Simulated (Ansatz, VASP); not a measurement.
**LiCl: VASP beside Ansatz**

```
Li Cl
1.0
     5.15314    0.00000    0.00000
     0.00000    2.51347    2.53633
     0.00000   -2.51347    2.53633
Li Cl
2 2
Direct
  0.67989 0.48048 0.98048
  0.32011 0.98048 0.48048
  0.26940 0.51952 0.01952
  0.73060 0.01952 0.51952
```

Alike in both runs: task single point; functional PBE; k mesh 4 × 6 × 6; occupations gaussian, width 0.1 eV; no spin polarisation.

|  | VASP | Ansatz |
| --- | --- | --- |
| version | VASP 6.6.1 | Ansatz 0.2.0 |
| potentials or method | VASP PAW PBE potentials, release 64 (Li_sv, Cl), cutoff 520 eV | scalar-relativistic, plane waves, PAW |
| valence electrons in the cell | 20 | 20 |

VASP gave:

* gap on the k mesh at the Fermi level (eV): 6.48
* least direct gap on the mesh (eV): 6.48
* rms of the force components (eV/Å): 0.617

**Question.** What did Ansatz give for the same quantities?

**Answer.** gap on the k mesh at the Fermi level (eV): 6.47; least direct gap on the mesh (eV): 6.47; rms of the force components (eV/Å): 0.608.

Atom by atom the forces differ by 0.009 eV/Å (rms over components).

Noted on VASP's run: the cutoff is short for stress, so the pressure is rough.
